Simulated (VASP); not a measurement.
# Bi2Te3 (R-3m) in VASP: a series of runs, part 2 of 3

VASP 6.6.1. The steps go on from the part before.

## 3. Single point, BLYP+D4

File INCAR:

```
SYSTEM = Bi2Te3
  PREC = Accurate
  ENCUT = 520
  EDIFF = 1E-6
  ISMEAR = -1
  SIGMA = 0.05
  LREAL = .False.
  LASPH = .True.
  NELM = 80
  ALGO = Normal
  ISIF = 2
  LWAVE = .False.
  LCHARG = .False.
  GGA = B5
  ALDAX = 1.0
  AGGAX = 1.0
  AGGAC = 1.0
  ALDAC = 0.0
  IVDW = 13
  VDW_S6 = 1.0
  VDW_S8 = 2.34076671
  VDW_A1 = 0.44488865
  VDW_A2 = 4.0933009
  NBANDS = 32
```

File KPOINTS:

```
regular mesh
0
Gamma
  7 7 7
  0 0 0
```

File POSCAR:

```
Bi2Te3
1.0
    2.2360109196      1.2909615063     10.3650440818
   -2.2360109196      1.2909615063     10.3650440818
    0.0000000000     -2.5819230127     10.3650440818
Bi Te
2 3
Direct
    0.6000000000      0.6000000000      0.6000000000
    0.4000000000      0.4000000000      0.4000000000
    0.7905000000      0.7905000000      0.7905000000
    0.2095000000      0.2095000000      0.2095000000
    0.0000000000      0.0000000000      0.0000000000
```

Potentials or basis: VASP PAW PBE potentials, release 64 (Bi_d, Te).

The run is started by

```bash
cat potpaw_PBE.64/Bi_d/POTCAR potpaw_PBE.64/Te/POTCAR > POTCAR
mpirun -np 1 vasp_std > vasp.out
```

OUTCAR:

```text
SYSTEM = Bi2Te3
   PREC = Accurate
   ENCUT = 520
   EDIFF = 1E-6
   ISMEAR = -1
   LREAL = .False.
   LASPH = .True.
   NELM = 80
   ISIF = 2
   GGA = B5
   IVDW = 13

 ion  position               nearest neighbor table
   1  0.600  0.600  0.600-   4 3.13   4 3.13   4 3.13   5 3.31   5 3.31   5 3.31
   2  0.400  0.400  0.400-   3 3.13   3 3.13   3 3.13   5 3.31   5 3.31   5 3.31
   3  0.791  0.791  0.791-   2 3.13   2 3.13   2 3.13
   4  0.209  0.209  0.209-   1 3.13   1 3.13   1 3.13
   5  0.000  0.000  0.000-   1 3.31   2 3.31   1 3.31   1 3.31   2 3.31   2 3.31

  LATTYP: Found a trigonal (rhomboedric) cell.
 ALAT       =    10.6817819329
 COS(alpha) =     0.9123624111

  Lattice vectors:

 A1 = (   2.2360109196,   1.2909615063,  10.3650440818)
 A2 = (  -2.2360109196,   1.2909615063,  10.3650440818)
 A3 = (   0.0000000000,  -2.5819230127,  10.3650440818)

Analysis of symmetry for initial positions (statically):
=====================================================================
 Subroutine PRICEL returns:
 Original cell was already a primitive cell.

 Routine SETGRP: Setting up the symmetry group for a
 trigonal (rhombohedral) supercell.

 Subroutine GETGRP returns: Found 12 space group operations
 (whereof 12 operations were pure point group operations)
 out of a pool of 12 trial point group operations.

The static configuration has the point symmetry D_3d.

Analysis of symmetry for dynamics (positions and initial velocities):
=====================================================================
 Subroutine PRICEL returns:
 Original cell was already a primitive cell.

 Routine SETGRP: Setting up the symmetry group for a
 trigonal (rhombohedral) supercell.

 Subroutine GETGRP returns: Found 12 space group operations
 (whereof 12 operations were pure point group operations)
 out of a pool of 12 trial point group operations.

The dynamic configuration has the point symmetry D_3d.

 Subroutine INISYM returns: Found 12 space group operations
 (whereof 12 operations are pure point group operations),
 and found     1 'primitive' translations

----------------------------------------------------------------------------------------

                                     Primitive cell

  volume of cell :     179.5187

  direct lattice vectors                    reciprocal lattice vectors
     2.236010920  1.290961506 10.365044082     0.223612504  0.129102739  0.032159374
    -2.236010920  1.290961506 10.365044082    -0.223612504  0.129102739  0.032159374
     0.000000000 -2.581923013 10.365044082     0.000000000 -0.258205478  0.032159374

  length of vectors
    10.681781933 10.681781933 10.681781933     0.260200489  0.260200489  0.260200489

  position of ions in fractional coordinates (direct lattice)
     0.600000000  0.600000000  0.600000000
     0.400000000  0.400000000  0.400000000
     0.790500000  0.790500000  0.790500000
     0.209500000  0.209500000  0.209500000
     0.000000000  0.000000000  0.000000000

  ion indices of the primitive-cell ions
   primitive index   ion index
                 1           1
                 2           2
                 3           3
                 4           4
[... 25 lines left out ...]

 Found     44 irreducible k-points:

 Following reciprocal coordinates:
            Coordinates               Weight
  0.000000  0.000000  0.000000      1.000000
  0.142857 -0.000000  0.000000      6.000000
  0.285714 -0.000000  0.000000      6.000000
  0.428571 -0.000000  0.000000      6.000000
  0.142857  0.142857  0.000000      6.000000
  0.285714  0.142857  0.000000     12.000000
[... 16 lines left out ...]
  0.285714  0.285714  0.142857      6.000000
  0.428571  0.285714  0.142857     12.000000
 [... further k-points ...]
   k-points           NKPTS =     44   k-points in BZ     NKDIM =     44   number of bands    NBANDS=     32
   number of dos      NEDOS =    301   number of ions     NIONS =      5
   total plane-waves  NPLWV = 512000
   dimension x,y,z NGX =    80 NGY =   80 NGZ =   80
   dimension x,y,z NGXF=   160 NGYF=  160 NGZF=  160
   ions per type =               2   3
   NGX,Y,Z   is equivalent  to a cutoff of  12.45, 12.45, 12.45 a.u.
   NGXF,Y,Z  is equivalent  to a cutoff of  24.90, 24.90, 24.90 a.u.
 SYSTEM =  Bi2Te3
   PREC   = accura    normal or accurate (medium, high low for compatibility)
   ISTART =      0    job   : 0-new  1-cont  2-samecut
   ICHARG =      2    charge: 1-file 2-atom 10-const
   ISPIN  =      1    spin polarized calculation?
   LNONCOLLINEAR =      F non collinear calculations
   LSORBIT =      F    spin-orbit coupling
   LASPH  =      T    aspherical Exc in radial PAW
   ENCUT  =  520.0 eV  38.22 Ry    6.18 a.u.  19.86 19.86 19.86*2*pi/ulx,y,z
   NELM   =     80;   NELMIN=  2; NELMDL= -5     # of ELM steps
   EDIFF  = 0.1E-05   stopping-criterion for ELM
   LREAL  =      F    real-space projection
   EDIFFG = 0.1E-04   stopping-criterion for IOM
   NSW    =      0    number of steps for IOM
   IBRION =     -1    ionic relax: 0-MD 1-quasi-New 2-CG
   NFREE  =      0    steps in history (QN), initial steepest desc. (CG)
   ISIF   =      2    stress and relaxation
   ISYM   =      2    0-nonsym 1-usesym 2-fastsym
   POTIM  = 0.5000    time-step for ionic-motion
   TEBEG  =    0.0;   TEEND  =   0.0 temperature during run
   PSTRESS=    0.0 pullay stress
   NELECT =      48.0000    total number of electrons
   NUPDOWN=      -1.0000    fix difference up-down
   EMIN   =  10.00;   EMAX   =-10.00  energy-range for DOS
   EFERMI =   0.00;   METHOD = LEGACY
   ISMEAR =    -1;   SIGMA  =   0.05  broadening in eV -4-tet -1-fermi 0-gaus
   EFERMI_NEDOS =   21; number of points for ismear=-14 and -15
   IALGO  =     38    algorithm
   IMIX   =      4    mixing-type and parameters
     AMIX     =   0.40;   BMIX     =  1.00
     AMIX_MAG =   1.60;   BMIX_MAG =  1.00
  volume/ion in A,a.u.               =      35.90       242.29
  Fermi-wavevector in a.u.,A,eV,Ry     =   1.054675  1.993047 15.134299  1.112340
  Thomas-Fermi vector in A             =   2.189844
   LORBIT       =      0    0 simple, 1 ext, 2 COOP (PROOUT), +10 PAW based schemes
   GGA     = B5    functional components
   LHFCALC =     F    Hartree Fock is set to
   AEXX    =    0.0000 exact exchange contribution
   IVDW    =    13    specifies the selected vdW correction
   LEPSILON=     F    determine dielectric tensor
   LRPA    =     F    only Hartree local field effects (RPA)
 non-spin polarized calculation
  energy-cutoff  :      520.00
  volume of cell :      179.52
 maximum number of plane-waves:      4864
   NGX = 39   NGY = 39   NGZ = 39

 number of electron      47.9999994 magnetization

 Free energy of the ion-electron system (eV)
  ---------------------------------------------------
  ext. energy  EPLUGINS =         0.00000000
  ---------------------------------------------------
  free energy    TOTEN  =       -15.24747905 eV

  energy without entropy =      -15.24735283  energy(sigma->0) =      -15.24741594

 E-fermi :   6.0988     XC(G=0):  -8.4650

 val. band max:        5.9284237380   @ k =   0.0000   0.0000   0.0000
 cond. band min:       6.2641462307   @ k =   0.0000   0.0000   0.0000
 fundamental gap:      0.3357224927
 Fermi energy:         6.0987729863

 k-point     1 :       0.0000    0.0000    0.0000
  band No.  band energies     occupation
      1     -17.1584      2.00000
      2     -17.1584      2.00000
      3     -17.1573      2.00000
      4     -17.1573      2.00000
      5     -17.1483      2.00000
      6     -17.1473      2.00000
[... 829 lines left out ...]
     31      10.7927      0.00000
     32      10.8224      0.00000

 [... further k-points ...]

------------------------ aborting loop because EDIFF is reached ----------------------------------------

  DFT-D4 for vdW energy calculation

  Edisp (eV):   -4.35104

  FORCE on cell =-STRESS in cart. coord.  units (eV):
  Direction    XX          YY          ZZ          XY          YZ          ZX
  --------------------------------------------------------------------------------------
  -------------------------------------------------------------------------------------
  Total      -1.58225    -1.58225    -2.14448     0.00000     0.00000     0.00000
  in kB     -14.12136   -14.12136   -19.13916     0.00000     0.00000     0.00000
  external pressure =      -15.79 kB  Pullay stress =        0.00 kB

 VOLUME and BASIS-vectors are now :
 -----------------------------------------------------------------------------
  energy-cutoff  :      520.00
  volume of cell :      179.52
      direct lattice vectors                 reciprocal lattice vectors
     2.236010920  1.290961506 10.365044082     0.223612504  0.129102739  0.032159374
    -2.236010920  1.290961506 10.365044082    -0.223612504  0.129102739  0.032159374
     0.000000000 -2.581923013 10.365044082     0.000000000 -0.258205478  0.032159374

 POSITION                                       TOTAL-FORCE (eV/Angst)
 -----------------------------------------------------------------------------------
      0.00000     -0.00000     18.65708         0.000000      0.000000     -0.160452
      0.00000     -0.00000     12.43805         0.000000     -0.000000      0.160452
      0.00000     -0.00000     24.58070         0.000000      0.000000     -0.266538
      0.00000     -0.00000      6.51443         0.000000     -0.000000      0.266538
      0.00000      0.00000      0.00000         0.000000      0.000000      0.000000
 -----------------------------------------------------------------------------------
    total drift:                               -0.000000     -0.000000     -0.000000

  FREE ENERGIE OF THE ION-ELECTRON SYSTEM (eV)
  ---------------------------------------------------
  free  energy   TOTEN  =       -19.5985163705 eV

  energy  without entropy=      -19.5983901507  energy(sigma->0) =      -19.59845326
```

It took 17 min on 1 thread of Intel Xeon Platinum 8124M at 3.00GHz (Skylake/Cascade Lake), shared host; peak memory 1 GiB.

What came out:

```yaml
Free_energy: -19.5985 eV
Pressure: -1.6 GPa
Largest_force: 0.267 eV/Å
Band_gap_on_the_k_mesh: 0.34 eV
Dispersion_energy_per_atom: -0.870 eV
```

Forces in eV/Å, atoms in the order of the input:
```
Bi   0.000  0.000 -0.160
Bi   0.000  0.000  0.160
Te   0.000  0.000 -0.267
Te   0.000  0.000  0.267
Te   0.000  0.000  0.000
```

Stress tensor (GPa, compression positive):
```
-1.41  0.00  0.00
 0.00 -1.41  0.00
 0.00  0.00 -1.91
```

Caveat: the PAW data sets were made with another functional, which shifts forces and pressure a little; spin-orbit coupling is left out, which moves the levels of the heavy elements; an odd mesh through Γ misses points on the zone boundary, where band edges can lie.

## 4. Single point, PBEsol

This run uses another cell than the first one, of 33.58 Å³/atom.

File INCAR:

```
  PREC = Accurate
  ENCUT = 520
  EDIFF = 1E-7
  ISMEAR = -1
  SIGMA = 0.05
  LREAL = False
  LASPH = True
  NELM = 60
  ALGO = Normal
  ISIF = 2
  LWAVE = False
  LCHARG = False
  GGA = PS
  NBANDS = 32
```

File KPOINTS:

```
Automatic mesh
0
Gamma
  7 7 7
```

File POSCAR:

```
Bi2Te3
1.0
    2.1906778561      1.2647884499     10.1003130815
   -2.1906778561      1.2647884499     10.1003130815
    0.0000000000     -2.5295768999     10.1003130815
Bi Te
2 3
Direct
    0.6001292309      0.6001292309      0.6001292309
    0.3998707691      0.3998707691      0.3998707691
    0.7900964958      0.7900964958      0.7900964958
    0.2099035042      0.2099035042      0.2099035042
    0.0000000000      0.0000000000      0.0000000000
```

The run is started by

```bash
cat potpaw_PBE.64/Bi_d/POTCAR potpaw_PBE.64/Te/POTCAR > POTCAR
mpirun -np 1 vasp_std > vasp.out
```

Run time: 35 min. Hardware: 1 thread of Intel Xeon 8259CL, shared host; peak memory 1 GiB.

Results (log left out):

```
Free energy            : -20.2967 eV
Pressure               : 0.0 GPa
Largest force          : 0.020 eV/Å
Band gap on the k mesh : 0.21 eV
```

Forces in eV/Å, atoms in the order of the input:
```
Bi   0.000  0.000  0.012
Bi   0.000  0.000 -0.012
Te   0.000  0.000  0.020
Te   0.000  0.000 -0.020
Te   0.000  0.000  0.000
```

Levels at points of the mesh, in eV from the valence-band top:
```
           k point  band 22  band 23  band 24  band 25  band 26  band 27
(0.00, 0.00, 0.00)    -0.89    -0.89     0.00     0.21     0.63     0.63
```

Caveat: the PAW data sets were made with another functional, which shifts forces and pressure a little; spin-orbit coupling is left out, which moves the levels of the heavy elements; an odd mesh through Γ misses points on the zone boundary, where band edges can lie.

(Part 2 of 3 ends here.)
